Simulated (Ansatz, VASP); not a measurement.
# TiSe: VASP beside Ansatz

```xyz
4
Lattice="3.5732 0.0000 0.0000 -1.7866 3.0945 0.0000 0.0000 0.0000 6.4790" Properties=species:S:1:pos:R:3 pbc="T T T"
Ti    0.0000    0.0000    0.0000
Ti    0.0000    0.0000    3.2395
Se    0.0000    2.0630    1.6198
Se    1.7866    1.0315    4.8593
```

Alike in both runs: functional r2SCAN; k mesh 6 × 6 × 4; occupations gaussian, width 0.1 eV; collinear spin.

Ansatz relaxed the structure, and its values are those at the end. VASP's run is a single point on that final structure, the one shown.

```csv
,VASP,Ansatz
version,VASP 6.6.1,Ansatz 0.2.0
potentials or method,"VASP PAW PBE potentials, release 64 (Ti_sv, Se), cutoff 520 eV","scalar-relativistic, plane waves, PAW"
valence electrons in the cell,36,56
```

```tsv
	VASP	Ansatz	Ansatz less VASP
gap on the k mesh at the Fermi level (eV)	none	none	-
pressure (GPa)	-2.7	0.0	+2.72
net moment per atom (μB)	0.00	0.48	+0.477
size of the moment on the site where the two differ most (μB)	0.00	0.75	+0.753
```

The net moments are unlike, so the other rows may belong to different states. VASP's potentials were made for PBE, not for r2SCAN. Site moments also hang on the region over which each program counts them. A gap of «none» marks a metal or a gap that the smearing closes. VASP's potentials hold 36 valence electrons a cell and Ansatz's 56, so a difference there can come from the potentials and not from the codes.
